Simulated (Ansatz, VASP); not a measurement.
# One calculation of GaSb, two programs

POSCAR

```
GaSb
1.0
    0.0000000000      3.0590000000      3.0590000000
    3.0131150000      0.0000000000      3.0590000000
    3.0131150000      3.0590000000      0.0000000000
Ga Sb
1 1
Direct
    0.0000000000      0.0000000000      0.0000000000
    0.7500000000      0.7500000000      0.7500000000
```

INCAR.step1

```
PREC = Accurate
ENCUT = 520
ISMEAR = 0
SIGMA = 0.05
LREAL = F
LASPH = T
NELM = 60
NBANDS = 16
GGA = PE
ALGO = Normal
EDIFF = 1E-4
LWAVE = T
LCHARG = F
```

The input INCAR.step2:

```
PREC = Accurate
ENCUT = 520
EDIFF = 1E-6
ISMEAR = 0
SIGMA = 0.05
LREAL = F
LASPH = T
NELM = 60
ALGO = Normal
ISIF = 2
LWAVE = F
LCHARG = T
METAGGA = R2SCAN
LMIXTAU = T
LELF = T
LVHAR = T
NBANDS = 16
ISTART = 1
```

KPOINTS

```
Automatic mesh
0
Gamma
  10 10 10
```

Input for Ansatz:

```yaml
crystal:
  lattice:
    - [0.0, 3.059, 3.059]
    - [3.013115, 0.0, 3.059]
    - [3.013115, 3.059, 0.0]
  atoms:
    - { symbol: Ga, position: [0.0, 0.0, 0.0] }
    - { symbol: Sb, position: [0.75, 0.75, 0.75] }
basis:
  ecutwfc: 500
kpoints:
  mp_grid: { grid: [10, 10, 10] }
hamiltonian:
  xc: r2scan
scf:
  occupations: { method: gaussian, width: 0.05 }
output:
  forces: true
  stress: true
  eigenvalues: true
```

Change from the starting cell: strain -0.0150 x Voigt [1, 0, 0, 0, 0, 0], atoms carried along.

Alike in both runs: task single point; functional r2SCAN; k mesh 10 × 10 × 10; occupations gaussian, width 0.05 eV; no spin polarisation.

|  | VASP | Ansatz |
| --- | --- | --- |
| version | VASP 6.6.1 | Ansatz 0.2.0 |
| potentials or method | VASP PAW PBE potentials, release 64 (Ga_d, Sb), cutoff 520 eV | scalar-relativistic, plane waves, PAW |
| valence electrons in the cell | 18 | 28 |

```csv
,VASP,Ansatz,Ansatz less VASP
gap on the k mesh at the Fermi level (eV),0.50,0.52,+0.016
least direct gap on the mesh (eV),0.50,0.52,+0.016
pressure (GPa),1.3,1.2,-0.10
"traceless stress, the component that is largest in VASP (GPa)",0.48,0.49,+0.014
```

VASP's potentials were made for PBE, not for r2SCAN. VASP's potentials hold 18 valence electrons a cell and Ansatz's 28, so a difference there can come from the potentials and not from the codes.

Neither program's run includes spin-orbit coupling.
